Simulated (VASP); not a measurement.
# SnO2 in VASP: notebook, part 2 of 2

VASP 6.6.1. The steps go on from the part before.

### Step 4. Single point, LDA

This run uses another cell than the first one, of 11.86 Å³/atom.

INCAR reads:

```
ALGO     = Normal         # electronic algorithm
EDIFF    = 1E-7           # SCF threshold, eV
ENCUT    = 520            # plane-wave cutoff, eV
ISIF     = 2              # what is computed and relaxed
ISMEAR   = 0              # smearing method
LASPH    = T              # aspherical terms in the spheres
LCHARG   = F              # write CHGCAR
LREAL    = F              # projectors in reciprocal space
LWAVE    = F              # write WAVECAR
NBANDS   = 35             # bands
NELM     = 60             # most SCF steps
PREC     = Accurate       # precision mode
SIGMA    = 0.05           # smearing width, eV
```

KPOINTS reads:

```
k-points
0
Gamma
  6 6 8
```

POSCAR reads:

```
SnO2
1.0
    4.7212714729      0.0000000000      0.0000000000
    0.0000000000      4.7242464886      0.0000000000
    0.0000000000      0.0000000000      3.1900194032
Sn O
2 4
Direct
    0.5000000000      0.5000000000      0.5000000000
    0.0000000000      0.0000000000      0.0000000000
    0.3055669669      0.3065721209      0.0000000000
    0.8055669669      0.1934278791      0.5000000000
    0.1944330331      0.8065721209      0.5000000000
    0.6944330331      0.6934278791      0.0000000000
```

On the command line:

```bash
$ cat potpaw_LDA.64/Sn_d/POTCAR potpaw_LDA.64/O/POTCAR > POTCAR
$ mpirun -np 1 vasp_std > vasp.out
```

It took 97 s on 1 thread of Intel Xeon Platinum 8488C (Sapphire Rapids), shared host; peak memory 0.25 GiB.

The run converged. Its results:

```yaml
Free_energy: -42.2799 eV
Pressure: 1.1 GPa
Largest_force: 0.022 eV/Å
Band_gap_on_the_k_mesh: 1.20 eV
```

Forces in eV/Å, atoms in the order of the input:
```
Sn   0.000  0.000  0.000
Sn   0.000  0.000  0.000
O   -0.014 -0.016  0.000
O   -0.014  0.016  0.000
O    0.014 -0.016  0.000
O    0.014  0.016  0.000
```

Stress tensor (GPa, compression positive):
```
0.91 0.00 0.00
0.00 0.90 0.00
0.00 0.00 1.41
```

Levels at points of the mesh, in eV from the valence-band top:
```csv
k point,band 22,band 23,band 24,band 25,band 26,band 27,band 28,band 29,band 30,band 31
"(0.00, 0.00, 0.00)",-1.28,-1.28,-0.81,-0.81,0.00,1.20,5.96,6.07,6.08,10.11
"(0.50, 0.00, 0.00)",-2.03,-1.24,-1.24,-0.65,-0.65,4.35,4.35,6.82,6.82,10.83
"(0.00, 0.50, 0.00)",-2.04,-1.24,-1.24,-0.65,-0.65,4.36,4.36,6.84,6.84,10.83
"(0.50, 0.50, 0.00)",-2.07,-1.36,-1.36,-0.92,-0.92,4.74,4.74,7.33,7.33,10.83
"(0.00, 0.00, 0.50)",-2.71,-1.73,-1.73,-1.29,-1.29,6.07,6.07,9.54,9.54,10.40
"(0.50, 0.00, 0.50)",-1.80,-1.13,-1.13,-0.72,-0.72,6.36,6.36,7.90,7.90,10.76
"(0.00, 0.50, 0.50)",-1.79,-1.14,-1.14,-0.72,-0.72,6.35,6.35,7.90,7.90,10.78
"(0.50, 0.50, 0.50)",-2.44,-0.99,-0.99,-0.85,-0.85,4.73,4.73,8.64,8.64,10.77
```

Caveat: spin-orbit coupling is left out, which moves the levels of the heavy elements.

### Step 5. Single point, LDA

This run uses another cell than the first one, of 12.05 Å³/atom.

INCAR reads:

```
PREC = Accurate
ENCUT = 910
EDIFF = 1E-6
ISMEAR = 0
SIGMA = 0.02
LREAL = False
LASPH = True
NELM = 120
ALGO = Normal
ISIF = 2
LWAVE = False
LCHARG = False
GGA = CA
NBANDS = 35
GGA_COMPAT = False
```

KPOINTS reads:

```
regular mesh
0
Gamma
  6 6 8
```

POSCAR reads:

```
SnO2
1.0
    4.6237840116      0.0000000000      0.0000000000
    0.0000000000      4.6238636659      0.0000000000
    0.0000000000      0.0000000000      3.3814205672
Sn O
2 4
Direct
    0.5000000000      0.5000000000      0.5000000000
    0.0000000000      0.0000000000      0.0000000000
    0.3080305477      0.3080319569      0.0000000000
    0.8080305477      0.1919680431      0.5000000000
    0.1919694523      0.8080319569      0.5000000000
    0.6919694523      0.6919680431      0.0000000000
```

Potentials or basis: VASP PAW LDA potentials, release 64 (Sn_d, O_h).

On the command line:

```bash
$ cat potpaw_LDA.64/Sn_d/POTCAR potpaw_LDA.64/O_h/POTCAR > POTCAR
$ mpirun -np 1 vasp_std > vasp.out
```

Wall time 6.2 min (1 thread of AMD EPYC 7R13 (Zen 3), shared host); peak memory 0.45 GiB.

It converged, with:

```yaml
Free_energy: -42.1159 eV
Pressure: -4.7 GPa
Largest_force: 0.005 eV/Å
Band_gap_on_the_k_mesh: 0.83 eV
```

Forces in eV/Å, atoms in the order of the input:
```
Sn   0.000  0.000  0.000
Sn   0.000  0.000  0.000
O    0.003  0.003  0.000
O    0.003 -0.003  0.000
O   -0.003  0.003  0.000
O   -0.003 -0.003  0.000
```

Stress tensor (GPa, compression positive):
```
  0.54   0.00   0.00
  0.00   0.54   0.00
  0.00   0.00 -15.23
```

Levels at points of the mesh, in eV from the valence-band top:
| k point | band 23 | band 24 | band 25 | band 26 | band 27 | band 28 | band 29 | band 30 |
| --- | --- | --- | --- | --- | --- | --- | --- | --- |
| (0.00, 0.00, 0.00) | -1.38 | -0.67 | -0.67 | 0.00 | 0.83 | 5.10 | 5.51 | 5.51 |
| (0.50, 0.00, 0.00) | -1.32 | -1.32 | -0.57 | -0.57 | 4.13 | 4.13 | 6.25 | 6.25 |
| (0.00, 0.50, 0.00) | -1.32 | -1.32 | -0.57 | -0.57 | 4.13 | 4.13 | 6.25 | 6.25 |
| (0.50, 0.50, 0.00) | -1.50 | -1.50 | -0.69 | -0.69 | 4.28 | 4.28 | 6.91 | 6.91 |
| (0.00, 0.00, 0.50) | -1.67 | -1.67 | -1.20 | -1.20 | 5.79 | 5.79 | 9.41 | 9.41 |
| (0.50, 0.00, 0.50) | -0.99 | -0.99 | -0.51 | -0.51 | 6.19 | 6.19 | 8.11 | 8.11 |
| (0.00, 0.50, 0.50) | -0.99 | -0.99 | -0.51 | -0.51 | 6.19 | 6.19 | 8.11 | 8.11 |
| (0.50, 0.50, 0.50) | -0.87 | -0.87 | -0.66 | -0.66 | 4.70 | 4.70 | 8.60 | 8.60 |

Caveat: the cutoff is under 1.25 times the usual one of these potentials, so pressure, stress and relaxed cells hold a basis-set (Pulay) error; the cell stands under tension; spin-orbit coupling is left out, which moves the levels of the heavy elements.

### Step 6. Summary

```tsv
potentials or basis	cell	cutoff (eV)	smearing	gap on the mesh (eV)	pressure (GPa)	largest force (eV/Å)
VASP PAW LDA potentials, release 64 (Sn_d, O)	a = 4.910, b = 4.913, c = 3.112 Å, 6 atoms	520	gaussian 0.02 eV	0.85	-6.3	0.05
VASP PAW LDA potentials, release 64 (Sn_d, O)	a = 4.910, b = 4.913, c = 3.113 Å, 6 atoms	520	gaussian 0.02 eV	0.82	-6.7	0.06
VASP PAW LDA potentials, release 64 (Sn_d, O)	a = 4.721, b = 4.724, c = 3.190 Å, 6 atoms	520	gaussian 0.05 eV	1.20	1.1	0.02
VASP PAW LDA potentials, release 64 (Sn_d, O_h)	a = 4.624, b = 4.624, c = 3.381 Å, 6 atoms	910	gaussian 0.02 eV	0.83	-4.7	-
```

Some of these runs hold the atoms at other places in the same cell, which the table doesn't show; runs alike in all that it shows share one row.

Alike in all rows: task single point; level LDA; no spin polarisation; k mesh 6 × 6 × 8.

Caveats: spin-orbit coupling is left out, which moves the levels of the heavy elements; the cell stands under tension (at least some runs); the cutoff is under 1.25 times the usual one of these potentials, so pressure, stress and relaxed cells hold a basis-set (Pulay) error (at least some runs).

Total energies depend on the potentials used, so only differences within one code and one set of settings carry meaning.
